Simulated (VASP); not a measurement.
# TePtSe3 (P1) in VASP: single point with PBEsol

Aim: the single point of TePtSe3 with PBEsol.

All numbers are computed with VASP 6.6.1; they aren't measurements. Logs are shortened: lines on timing, memory, paths and dates and some standing lists are left out, and cuts for length are marked.

### Step 1. The cell of the first run

The typed cell holds 10 atoms: a = 5.005 Å, b = 5.005 Å, c = 9.745 Å, α = 86.05°, β = 86.08°, γ = 89.92°.

### Step 2. Single point, PBEsol

INCAR

```
  ALGO = Normal
  EDIFF = 1E-6
  ENCUT = 520
  GGA = PS
  ISIF = 2
  ISMEAR = -1
  LASPH = T
  LCHARG = F
  LREAL = F
  LWAVE = F
  NBANDS = 45
  NELM = 60
  PREC = Accurate
  SIGMA = 0.05
```

KPOINTS

```
k-points
0
Gamma
  4 4 2
```

POSCAR

```
TePtSe3
1.0
    5.0020069344      0.0018578245      0.1681794506
   -0.0010325572      5.0018852429      0.1725020877
    0.3388153948      0.3363349822      9.7332192362
Te Pt Se
2 2 6
Direct
    0.0068274223     -0.0205208578      0.0825694670
   -0.0226370282      0.0085470864      0.5825742476
    0.5086513105      0.4603440005      0.2502859416
    0.4585079449      0.5101848174      0.7502746003
    0.0188818128      0.4619342616      0.2165889350
    0.5001373757     -0.0300433764      0.2066395520
    0.6249772602      0.4888813144     -0.0106590676
   -0.0319336097      0.5017109378      0.7066314131
    0.4599874648      0.0204696708      0.7165557328
    0.4868990509      0.6267126768      0.4893183331
```

Potentials or basis: VASP PAW PBE potentials, release 64 (Te, Pt, Se).

Started as:

```sh
$ cat potpaw_PBE.64/Te/POTCAR potpaw_PBE.64/Pt/POTCAR potpaw_PBE.64/Se/POTCAR > POTCAR
$ mpirun -np 1 vasp_std > vasp.out
```

OUTCAR:

```text
EDIFF = 1E-6
   ENCUT = 520
   GGA = PS
   ISIF = 2
   ISMEAR = -1
   LASPH = T
   LREAL = F
   NELM = 60
   PREC = Accurate

 ion  position               nearest neighbor table
   1  0.007  0.979  0.083-   6 2.73   6 2.82   5 2.82   5 2.83
   2  0.977  0.009  0.583-   8 2.73   8 2.82   9 2.82   9 2.83
   3  0.509  0.460  0.250-   5 2.50   6 2.52  10 2.52   5 2.55   6 2.56   7 2.56
   4  0.459  0.510  0.750-   9 2.50   8 2.52   7 2.52   9 2.55   8 2.56  10 2.56
   5  0.019  0.462  0.217-   3 2.50   3 2.55   1 2.82   1 2.83
   6  0.500  0.970  0.207-   3 2.52   3 2.56   1 2.73   1 2.82
   7  0.625  0.489  0.989-   4 2.52   3 2.56
   8  0.968  0.502  0.707-   4 2.52   4 2.56   2 2.73   2 2.82
   9  0.460  0.020  0.717-   4 2.50   4 2.55   2 2.82   2 2.83
  10  0.487  0.627  0.489-   3 2.52   4 2.56

  LATTYP: Found a triclinic cell.
 ALAT       =    11.2576199689
 B/A-ratio  =     0.4445752348
 C/A-ratio  =     0.4445729908
 COS(alpha) =     0.0013229970
 COS(beta)  =     0.0597319492
 COS(gamma) =     0.5042272172

  Lattice vectors:

 A1 = (  -0.3377828376,  -5.3382202251,  -9.9057213239)
 A2 = (   0.0010325572,  -5.0018852429,  -0.1725020877)
 A3 = (  -5.0020069344,  -0.0018578245,  -0.1681794506)

Analysis of symmetry for initial positions (statically):
=====================================================================
 Subroutine PRICEL returns:
 Original cell was already a primitive cell.

 Routine SETGRP: Setting up the symmetry group for a
 triclinic supercell.

 Subroutine GETGRP returns: Found  1 space group operations
 (whereof  1 operations were pure point group operations)
 out of a pool of  2 trial point group operations.

The static configuration has the point symmetry C_1 .

Analysis of symmetry for dynamics (positions and initial velocities):
=====================================================================
 Subroutine PRICEL returns:
 Original cell was already a primitive cell.

 Routine SETGRP: Setting up the symmetry group for a
 triclinic supercell.

 Subroutine GETGRP returns: Found  1 space group operations
 (whereof  1 operations were pure point group operations)
 out of a pool of  2 trial point group operations.

The dynamic configuration has the point symmetry C_1 .

 Subroutine INISYM returns: Found  1 space group operations
 (whereof  1 operations are pure point group operations),
[... 113 lines left out ...]
   ISIF   =      2    stress and relaxation
   ISYM   =      2    0-nonsym 1-usesym 2-fastsym
   POTIM  = 0.5000    time-step for ionic-motion
   TEBEG  =    0.0;   TEEND  =   0.0 temperature during run
   PSTRESS=    0.0 pullay stress
   NELECT =      68.0000    total number of electrons
   NUPDOWN=      -1.0000    fix difference up-down
   EMIN   =  10.00;   EMAX   =-10.00  energy-range for DOS
   EFERMI =   0.00;   METHOD = LEGACY
   ISMEAR =    -1;   SIGMA  =   0.05  broadening in eV -4-tet -1-fermi 0-gaus
   EFERMI_NEDOS =   21; number of points for ismear=-14 and -15
   IALGO  =     38    algorithm
   IMIX   =      4    mixing-type and parameters
     AMIX     =   0.40;   BMIX     =  1.00
     AMIX_MAG =   1.60;   BMIX_MAG =  1.00
  volume/ion in A,a.u.               =      24.29       163.95
  Fermi-wavevector in a.u.,A,eV,Ry     =   1.070883  2.023675 15.603025  1.146790
  Thomas-Fermi vector in A             =   2.206606
   LORBIT       =      0    0 simple, 1 ext, 2 COOP (PROOUT), +10 PAW based schemes
   GGA     = PS    functional components
   LHFCALC =     F    Hartree Fock is set to
   AEXX    =    0.0000 exact exchange contribution
   IVDW    =     0    specifies the selected vdW correction
   LEPSILON=     F    determine dielectric tensor
   LRPA    =     F    only Hartree local field effects (RPA)
 non-spin polarized calculation
  energy-cutoff  :      520.00
  volume of cell :      242.94
 maximum number of plane-waves:      6564
 NGX is ok and might be reduce to    40
   NGX = 19   NGY = 19   NGZ = 37

 number of electron      67.9999998 magnetization

 Free energy of the ion-electron system (eV)
  ---------------------------------------------------
  ext. energy  EPLUGINS =         0.00000000
  ---------------------------------------------------
  free energy    TOTEN  =       -43.85800941 eV

  energy without entropy =      -43.82001605  energy(sigma->0) =      -43.83901273

 E-fermi :   5.2970     XC(G=0):  -9.9808

 val. band max:        5.2916600764   @ k =   0.5000   0.0000   0.0000
 cond. band min:       5.3349528959   @ k =   0.2500   0.0000   0.0000
 fundamental gap:      0.0432928195
 Fermi energy:         5.2969815127

 k-point     1 :       0.0000    0.0000    0.0000
  band No.  band energies     occupation
      1     -10.1894      2.00000
      2      -9.9217      2.00000
      3      -8.0779      2.00000
      4      -8.0240      2.00000
      5      -7.4020      2.00000
      6      -7.2163      2.00000
[... 949 lines left out ...]
     44      10.3566      0.00000
     45      10.5547      0.00000

------------------------ aborting loop because EDIFF is reached ----------------------------------------

  FORCE on cell =-STRESS in cart. coord.  units (eV):
  Direction    XX          YY          ZZ          XY          YZ          ZX
  --------------------------------------------------------------------------------------
  -------------------------------------------------------------------------------------
  Total        0.0790553      0.0739379      0.0770396     -0.0070715      0.0042496      0.0080419
  in kB        0.5213553      0.4876071      0.5080622     -0.0466353      0.0280255      0.0530350
  external PRESSURE =       0.5056749 kB  Pullay stress =       0.0000000 kB

 VOLUME and BASIS-vectors are now :
 -----------------------------------------------------------------------------
  energy-cutoff  :      520.00
  volume of cell :      242.94
      direct lattice vectors                 reciprocal lattice vectors
     5.002006934  0.001857825  0.168179451     0.200154239  0.000281943 -0.006977153
    -0.001032557  5.001885243  0.172502088     0.000158398  0.200163381 -0.006922233
     0.338815395  0.336334982  9.733219236    -0.003461255 -0.003552372  0.102984171

 POSITION                                       TOTAL-FORCE (eV/Angst)
 -----------------------------------------------------------------------------------
      0.06112      4.92703      0.97378         0.007676     -0.000206     -0.013189
      5.08615      0.24051      5.83617        -0.000263      0.007740     -0.013769
      2.62860      2.38771      2.60104         0.002746      0.004888     -0.001734
      2.54714      2.80508      7.46771         0.004433      0.003307     -0.001510
      0.16735      2.38342      2.19097        -0.002213     -0.001172      0.007567
      2.57070      4.92204      2.26270        -0.006595     -0.006676      0.005143
      3.46084      2.77924      9.81891         0.000771     -0.000024      0.001430
      5.08117      2.74896      7.12715        -0.006137     -0.006589      0.005438
      2.54362      0.34424      7.05529        -0.000973     -0.002607      0.008262
      2.60061      3.30022      4.95264         0.000556      0.001339      0.002360
 -----------------------------------------------------------------------------------
    total drift:                               -0.000158      0.000283      0.001299

  FREE ENERGIE OF THE ION-ELECTRON SYSTEM (eV)
  ---------------------------------------------------
  free  energy   TOTEN  =       -43.8580094097 eV

  energy  without entropy=      -43.8200160491  energy(sigma->0) =      -43.83901273
```

OSZICAR:

```text
N       E                     dE             d eps       ncg     rms          rms(c)
DAV:   1     0.378687983800E+03    0.37869E+03   -0.28679E+04  1800   0.130E+03
DAV:   2    -0.153597687591E+02   -0.39405E+03   -0.37904E+03  2243   0.229E+02
DAV:   3    -0.449302515033E+02   -0.29570E+02   -0.28715E+02  2121   0.633E+01
DAV:   4    -0.455552265945E+02   -0.62498E+00   -0.62125E+00  2044   0.996E+00
DAV:   5    -0.455690767126E+02   -0.13850E-01   -0.13844E-01  2106   0.149E+00    0.218E+01
DAV:   6    -0.442806065835E+02    0.12885E+01   -0.82435E+00  1913   0.185E+01    0.150E+01
DAV:   7    -0.440022818764E+02    0.27832E+00   -0.32931E+00  1963   0.130E+01    0.663E+00
DAV:   8    -0.438649052994E+02    0.13738E+00   -0.39695E-01  1963   0.400E+00    0.241E+00
DAV:   9    -0.438580315129E+02    0.68738E-02   -0.60740E-02  2017   0.132E+00    0.123E+00
DAV:  10    -0.438586960315E+02   -0.66452E-03   -0.94041E-03  1973   0.563E-01    0.280E-01
DAV:  11    -0.438579884137E+02    0.70762E-03   -0.17210E-03  1978   0.322E-01    0.500E-02
DAV:  12    -0.438580105064E+02   -0.22093E-04   -0.28440E-04  2009   0.674E-02    0.570E-02
DAV:  13    -0.438580091316E+02    0.13748E-05   -0.13454E-05  2060   0.230E-02    0.236E-02
DAV:  14    -0.438580094097E+02   -0.27808E-06   -0.58027E-06  2074   0.134E-02
   1 F= -.43858009E+02 E0= -.43839013E+02  d E =-.379934E-01
```

Wall time 2.3 min (1 thread of AMD EPYC 9R45 (Zen 5), shared host); peak memory 0.41 GiB.

What came out:

```
Free energy            : -43.8580 eV
Pressure               : 0.1 GPa
Largest force          : 0.016 eV/Å
Band gap on the k mesh : zero (band 34 reaches 6.24 eV, above the bottom of band 35 at 4.37 eV)
```

Forces on the atoms (eV/Å):
```
Te   0.008  0.000 -0.013
Te   0.000  0.008 -0.014
Pt   0.003  0.005 -0.002
Pt   0.004  0.003 -0.002
Se  -0.002 -0.001  0.008
Se  -0.007 -0.007  0.005
Se   0.001  0.000  0.001
Se  -0.006 -0.007  0.005
Se  -0.001 -0.003  0.008
Se   0.001  0.001  0.002
```

Caveat: the PAW data sets were made with another functional, which shifts forces and pressure a little; spin-orbit coupling is left out, which moves the levels of the heavy elements.
